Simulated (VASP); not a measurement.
Here is a VASP 6.6.1 calculation.

INCAR

```
  PREC = Accurate
  ENCUT = 520
  EDIFF = 1E-6
  ISMEAR = 0
  SIGMA = 0.02
  LREAL = F
  LASPH = T
  NELM = 80
  ALGO = Normal
  ISIF = 2
  LWAVE = F
  LCHARG = F
  GGA = PS
  NBANDS = 11
```

Contents of KPOINTS:

```
Automatic mesh
0
Gamma
  6 6 6
```

The input POSCAR:

```
MgS
1.0
    0.0000000000      2.8708949333      2.8331200000
    2.8708949333      0.0000000000      2.8331200000
    2.8708949333      2.8708949333      0.0000000000
Mg S
1 1
Direct
    0.0000000000      0.0000000000      0.0000000000
    0.7500000000      0.7500000000      0.7500000000
```

Potentials or basis: VASP PAW PBE potentials, release 64 (Mg, S).

Launch:

```bash
$ cat potpaw_PBE.64/Mg/POTCAR potpaw_PBE.64/S/POTCAR > POTCAR
$ mpirun -np 1 vasp_std > vasp.out
```

Question: What does it give for the pressure?

Answer: -1.9 GPa.

Question: Estimate the band gap on the k mesh.

Answer: 3.13 eV, direct.

Stress tensor (GPa, compression positive):
```
-2.04  0.00  0.00
 0.00 -2.04  0.00
 0.00  0.00 -1.76
```

Caveat: the PAW data sets were made with another functional, which shifts forces and pressure a little.
